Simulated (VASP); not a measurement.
# P (P-1) in VASP: electric field gradients with PBE

Aim: the electric field gradients of P with PBE.

All numbers are computed with VASP 6.6.1; they aren't measurements. Logs are shortened: lines on timing, memory, paths and dates and some standing lists are left out, and cuts for length are marked.

## Step 1: The cell of the first run

The typed cell holds 24 atoms: a = 5.503 Å, b = 10.884 Å, c = 11.024 Å, α = 94.68°, β = 99.83°, γ = 100.55°.

## Step 2: Electric field gradients, PBE

Input file INCAR:

```
SYSTEM = P
PREC     = Accurate       ! precision mode
ENCUT    = 520            ! plane-wave cutoff, eV
EDIFF    = 1E-8           ! SCF threshold, eV
ISMEAR   = -1             ! smearing method
SIGMA    = 0.05           ! smearing width, eV
LREAL    = Auto         
LASPH    = .True.         ! aspherical terms in the spheres
NELM     = 100            ! most SCF steps
ALGO     = Normal         ! electronic algorithm
ISIF     = 2              ! what is computed and relaxed
LWAVE    = .False.        ! write WAVECAR
LCHARG   = .False.        ! write CHGCAR
GGA      = PE             ! functional
LEFG     = .True.       
NBANDS   = 78             ! bands
KPAR     = 4
```

Input file KPOINTS:

```
Automatic mesh
0
Gamma
  6 3 3
  0 0 0
```

Input file POSCAR:

```
P
1.0
    5.5030000000      0.0000000000      0.0000000000
   -1.9932656975     10.7000881363      0.0000000000
   -1.8812344655     -1.2657911740     10.7880993283
P
24
Direct
    0.0741900000      0.0024700000      0.6780200000
    0.9258100000      0.9975300000      0.3219800000
    0.5915700000      0.1772200000      0.5292200000
    0.4084300000      0.8227800000      0.4707800000
    0.1626300000      0.0512300000      0.1893800000
    0.8373700000      0.9487700000      0.8106200000
    0.7777400000      0.3736000000      0.5550500000
    0.2222600000      0.6264000000      0.4449500000
    0.6880200000      0.3149000000      0.0264100000
    0.3119800000      0.6851000000      0.9735900000
    0.2403400000      0.0112600000      0.8718600000
    0.7596600000      0.9887400000      0.1281400000
    0.5150000000      0.3080800000      0.6715700000
    0.4850000000      0.6919200000      0.3284300000
    0.3783300000      0.3195600000      0.4775000000
    0.6216700000      0.6804400000      0.5225000000
    0.0656300000      0.3741600000      0.1352600000
    0.9343700000      0.6258400000      0.8647400000
    0.0121100000      0.1451800000      0.8134600000
    0.9878900000      0.8548200000      0.1865400000
    0.7937600000      0.4941900000      0.1424400000
    0.2062400000      0.5058100000      0.8575600000
    0.7501500000      0.3189300000      0.2260800000
    0.2498500000      0.6810700000      0.7739200000
```

Potentials or basis: VASP PAW PBE potentials, release 64 (P).

On the command line:

```sh
> cat potpaw_PBE.64/P/POTCAR > POTCAR
> mpirun -np 4 vasp_std > vasp.out
```

OUTCAR:

```text
SYSTEM = P
   PREC = Accurate
   ENCUT = 520
   EDIFF = 1E-8
   ISMEAR = -1
   LREAL = Auto
   LASPH = .True.
   NELM = 100
   ISIF = 2
   GGA = PE

 ion  position               nearest neighbor table
   1  0.074  0.002  0.678-  11 2.16   6 2.17  19 2.18
   2  0.926  0.998  0.322-  12 2.16   5 2.17  20 2.18
   3  0.592  0.177  0.529-  15 2.16   7 2.17  13 2.18
   4  0.408  0.823  0.471-  16 2.16   8 2.17  14 2.18
   5  0.163  0.051  0.189-   2 2.17  12 2.17  20 2.17
   6  0.837  0.949  0.811-   1 2.17  11 2.17  19 2.17
[... 16 lines left out ...]
  23  0.750  0.319  0.226-   9 2.16  17 2.16  21 2.18
  24  0.250  0.681  0.774-  10 2.16  18 2.16  22 2.18

  LATTYP: Found a triclinic cell.
 ALAT       =     5.5030000000
 B/A-ratio  =     2.3741015524
 C/A-ratio  =     2.0032361743
 COS(alpha) =     0.0038754785
 COS(beta)  =     0.1706519518
 COS(gamma) =     0.5737810045

  Lattice vectors:

 A1 = (   5.5030000000,   0.0000000000,   0.0000000000)
 A2 = (   7.4962656975, -10.7000881363,   0.0000000000)
 A3 = (   1.8812344655,   1.2657911740, -10.7880993283)

Analysis of symmetry for initial positions (statically):
=====================================================================
 Subroutine PRICEL returns:
 Original cell was already a primitive cell.

 Routine SETGRP: Setting up the symmetry group for a
 triclinic supercell.

 Subroutine GETGRP returns: Found  2 space group operations
 (whereof  2 operations were pure point group operations)
 out of a pool of  2 trial point group operations.

The static configuration has the point symmetry S_2 .

Analysis of symmetry for dynamics (positions and initial velocities):
=====================================================================
 Subroutine PRICEL returns:
 Original cell was already a primitive cell.

 Routine SETGRP: Setting up the symmetry group for a
 triclinic supercell.

 Subroutine GETGRP returns: Found  2 space group operations
 (whereof  2 operations were pure point group operations)
 out of a pool of  2 trial point group operations.

The dynamic configuration has the point symmetry S_2 .

 Subroutine INISYM returns: Found  2 space group operations
 (whereof  2 operations are pure point group operations),
 and found     1 'primitive' translations

----------------------------------------------------------------------------------------

                                     Primitive cell

  volume of cell :     635.2312

  direct lattice vectors                    reciprocal lattice vectors
     5.503000000  0.000000000  0.000000000     0.181719062  0.033851532  0.035660140
    -1.993265698 10.700088136  0.000000000     0.000000000  0.093457174  0.010965534
    -1.881234465 -1.265791174 10.788099328     0.000000000  0.000000000  0.092694734

  length of vectors
     5.503000000 10.884162543 11.023808667     0.188253524  0.094098280  0.092694734

  position of ions in fractional coordinates (direct lattice)
     0.074190000  0.002470000  0.678020000
     0.925810000  0.997530000  0.321980000
     0.591570000  0.177220000  0.529220000
     0.408430000  0.822780000  0.470780000
     0.162630000  0.051230000  0.189380000
     0.837370000  0.948770000  0.810620000
[... 16 lines left out ...]
     0.750150000  0.318930000  0.226080000
     0.249850000  0.681070000  0.773920000

  ion indices of the primitive-cell ions
   primitive index   ion index
                 1           1
                 2           2
                 3           3
                 4           4
                 5           5
                 6           6
[... 16 lines left out ...]
                23          23
                24          24

----------------------------------------------------------------------------------------

 KPOINTS: Automatic mesh

[... 70 lines left out ...]
   NSW    =      0    number of steps for IOM
   IBRION =     -1    ionic relax: 0-MD 1-quasi-New 2-CG
   NFREE  =      0    steps in history (QN), initial steepest desc. (CG)
   ISIF   =      2    stress and relaxation
   ISYM   =      2    0-nonsym 1-usesym 2-fastsym
   POTIM  = 0.5000    time-step for ionic-motion
   TEBEG  =    0.0;   TEEND  =   0.0 temperature during run
   PSTRESS=    0.0 pullay stress
   NELECT =     120.0000    total number of electrons
   NUPDOWN=      -1.0000    fix difference up-down
   EMIN   =  10.00;   EMAX   =-10.00  energy-range for DOS
   EFERMI =   0.00;   METHOD = LEGACY
   ISMEAR =    -1;   SIGMA  =   0.05  broadening in eV -4-tet -1-fermi 0-gaus
   EFERMI_NEDOS =   21; number of points for ismear=-14 and -15
   IALGO  =     38    algorithm
   IMIX   =      4    mixing-type and parameters
     AMIX     =   0.40;   BMIX     =  1.00
     AMIX_MAG =   1.60;   BMIX_MAG =  1.00
  volume/ion in A,a.u.               =      26.47       178.61
  Fermi-wavevector in a.u.,A,eV,Ry     =   0.939344  1.775103 12.005333  0.882367
  Thomas-Fermi vector in A             =   2.066647
   LORBIT       =      0    0 simple, 1 ext, 2 COOP (PROOUT), +10 PAW based schemes
   GGA     = PE    functional components
   LHFCALC =     F    Hartree Fock is set to
   AEXX    =    0.0000 exact exchange contribution
   IVDW    =     0    specifies the selected vdW correction
   LEPSILON=     F    determine dielectric tensor
   LRPA    =     F    only Hartree local field effects (RPA)
 non-spin polarized calculation
  energy-cutoff  :      520.00
  volume of cell :      635.23
 maximum number of plane-waves:     17130
 NGX is ok and might be reduce to    42
   NGX = 21   NGY = 41   NGZ = 41

 number of electron     120.0000002 magnetization

 Free energy of the ion-electron system (eV)
  ---------------------------------------------------
  ext. energy  EPLUGINS =         0.00000000
  ---------------------------------------------------
  free energy    TOTEN  =      -125.91167919 eV

  energy without entropy =     -125.91167919  energy(sigma->0) =     -125.91167919

 E-fermi :   2.6227     XC(G=0):  -8.1521

 val. band max:        1.4480449063   @ k =   0.5000   0.0000   0.0000
 cond. band min:       4.6557526734   @ k =   0.0000   0.3333   0.3333
 fundamental gap:      3.2077077670
 Fermi energy:         2.6226730925

 k-point     1 :       0.0000    0.0000    0.0000
  band No.  band energies     occupation
      1     -13.1074      2.00000
      2     -12.9966      2.00000
      3     -12.9942      2.00000
      4     -12.9684      2.00000
      5     -12.9643      2.00000
      6     -12.9316      2.00000
[... 1789 lines left out ...]
     71       5.6455      0.00000
     72       5.7601      0.00000

 [... further k-points ...]

 [bands above 72 left out]

------------------------ aborting loop because EDIFF is reached ----------------------------------------

  FORCE on cell =-STRESS in cart. coord.  units (eV):
  Direction    XX          YY          ZZ          XY          YZ          ZX
  --------------------------------------------------------------------------------------
  -------------------------------------------------------------------------------------
  Total       14.0523043     12.4635045     13.5965996      0.2235342     -0.3873772      0.2399318
  in kB       35.4426613     31.4353973     34.2932849      0.5637970     -0.9770412      0.6051550
  external PRESSURE =      33.7237811 kB  Pullay stress =       0.0000000 kB

 VOLUME and BASIS-vectors are now :
 -----------------------------------------------------------------------------
  energy-cutoff  :      520.00
  volume of cell :      635.23
      direct lattice vectors                 reciprocal lattice vectors
     5.503000000  0.000000000  0.000000000     0.181719062  0.033851532  0.035660140
    -1.993265698 10.700088136  0.000000000     0.000000000  0.093457174  0.010965534
    -1.881234465 -1.265791174 10.788099328     0.000000000  0.000000000  0.092694734

 POSITION                                       TOTAL-FORCE (eV/Angst)
 -----------------------------------------------------------------------------------
     -0.87217     -0.83180      7.31455         0.268092      0.008784     -0.836289
      2.50067     10.26610      3.47355        -0.268092     -0.008784      0.836289
      1.90658      1.22639      5.70928         0.280078     -0.760940     -0.105311
     -0.27808      8.20791      5.07882        -0.280078      0.760940      0.105311
      0.43657      0.30845      2.04305         0.728723      0.525596     -0.142447
      1.19193      9.12585      8.74505        -0.728723     -0.525596      0.142447
[... 16 lines left out ...]
      3.06705      3.12641      2.43897        -0.353471     -0.391859      0.691443
     -1.43855      6.30789      8.34913         0.353471      0.391859     -0.691443
 -----------------------------------------------------------------------------------
    total drift:                                0.000000      0.000000     -0.000000

  FREE ENERGIE OF THE ION-ELECTRON SYSTEM (eV)
  ---------------------------------------------------
  free  energy   TOTEN  =      -125.9116791887 eV

  energy  without entropy=     -125.9116791886  energy(sigma->0) =     -125.91167919

 Electric field gradients (V/A^2)
---------------------------------------------------------------------
 ion       V_xx      V_yy      V_zz      V_xy      V_xz      V_yz
---------------------------------------------------------------------
   1       0.242     2.777    -3.019    -0.630     0.560     1.603
   2       0.242     2.777    -3.019    -0.630     0.560     1.603
   3       0.544    -3.289     2.745     1.462    -0.926     2.702
   4       0.544    -3.289     2.745     1.462    -0.926     2.702
   5      -1.605     1.137     0.469    -2.829    -0.042     2.019
   6      -1.605     1.137     0.469    -2.829    -0.042     2.019
[... 16 lines left out ...]
  23      -0.185     3.049    -2.865     0.088     1.329     1.125
  24      -0.185     3.049    -2.865     0.088     1.329     1.125
---------------------------------------------------------------------

 Electric field gradients after diagonalization (V/A^2)
 (convention: |V_zz| > |V_xx| > |V_yy|)
----------------------------------------------------------------------
 ion       V_xx      V_yy      V_zz     asymmetry (V_yy - V_xx)/ V_zz
----------------------------------------------------------------------
   1       3.266     0.296    -3.563       0.834
   2       3.266     0.296    -3.563       0.834
   3       3.818     1.038    -4.856       0.572
   4       3.818     1.038    -4.856       0.572
   5      -3.670    -0.172     3.842       0.911
   6      -3.670    -0.172     3.842       0.911
[... 16 lines left out ...]
  23       3.289     0.277    -3.566       0.845
  24       3.289     0.277    -3.566       0.845
----------------------------------------------------------------------

           NMR quadrupolar parameters

 Cq : quadrupolar parameter    Cq=e*Q*V_zz/h
 eta: asymmetry parameters     (V_yy - V_xx)/ V_zz
 Q  : nuclear electric quadrupole moment in mb (millibarn)
----------------------------------------------------------------------
 ion       Cq(MHz)       eta       Q (mb)
----------------------------------------------------------------------
   1      -0.009       0.834       1.000
   2      -0.009       0.834       1.000
   3      -0.012       0.572       1.000
   4      -0.012       0.572       1.000
   5       0.009       0.911       1.000
   6       0.009       0.911       1.000
[... 16 lines left out ...]
  23      -0.009       0.845       1.000
  24      -0.009       0.845       1.000
----------------------------------------------------------------------
```

It took 13 min on 4 MPI ranks of Intel Xeon Platinum 8259CL at 2.50GHz (Skylake/Cascade Lake), shared host; peak memory 1.1 GiB.

What came out:

```yaml
Free_energy: -125.9117 eV
Pressure: 3.4 GPa
Largest_force: 1.068 eV/Å
Band_gap_on_the_k_mesh: 3.21 eV (least direct gap 3.24 eV)
Largest_electric_field_gradient_by_atom: P -3.6, -4.9, +3.8, -5.2, -6.0, -8.8, -5.0, -5.4, -4.4, -3.7 (each value once) V/Å²
```

Forces in eV/Å, atoms in the order of the input:
```
P    0.268  0.009 -0.836
P   -0.268 -0.009  0.836
P    0.280 -0.761 -0.105
P   -0.280  0.761  0.105
P    0.729  0.526 -0.142
P   -0.729 -0.526  0.142
P    0.761  0.615 -0.133
P   -0.761 -0.615  0.133
P   -0.277 -0.355 -0.817
P    0.277  0.355  0.817
P    0.790 -0.244  0.675
P   -0.790  0.244 -0.675
P   -0.420 -0.142  0.856
P    0.420  0.142 -0.856
P   -0.626  0.304 -0.591
P    0.626 -0.304  0.591
P    0.956 -0.018 -0.019
P   -0.956  0.018  0.019
P   -0.343  0.756  0.026
P    0.343 -0.756 -0.026
P   -0.298  0.742  0.131
P    0.298 -0.742 -0.131
P   -0.353 -0.392  0.691
P    0.353  0.392 -0.691
```

Electric field gradients, principal values (V/Å²):
```tsv
atom	least	middle	greatest (by size)
1 P	0.296	3.266	-3.563
2 P	0.296	3.266	-3.563
3 P	1.038	3.818	-4.856
4 P	1.038	3.818	-4.856
5 P	-0.172	-3.670	3.842
6 P	-0.172	-3.670	3.842
7 P	1.641	3.605	-5.246
8 P	1.641	3.605	-5.246
9 P	1.900	3.316	-5.216
10 P	1.900	3.316	-5.216
11 P	1.745	4.224	-5.969
12 P	1.745	4.224	-5.969
13 P	2.769	6.025	-8.795
14 P	2.769	6.025	-8.795
15 P	1.497	3.545	-5.042
16 P	1.497	3.545	-5.042
17 P	1.642	3.727	-5.369
18 P	1.642	3.727	-5.369
19 P	0.142	4.265	-4.408
20 P	0.142	4.265	-4.408
21 P	0.434	3.258	-3.693
22 P	0.434	3.258	-3.693
23 P	0.277	3.289	-3.566
24 P	0.277	3.289	-3.566
```

Caveat: the cell stands under pressure; this functional lacks dispersion, which holds the molecules together, so the pressure and a relaxed volume are unreliable; without QUAD_EFG the Cq values of the log hold for a quadrupole moment of 1 mb, not for the nuclei; forces of over 1 eV/Å act on the atoms, so gaps and moduli don't describe the material at rest. A k mesh can miss the band edges.
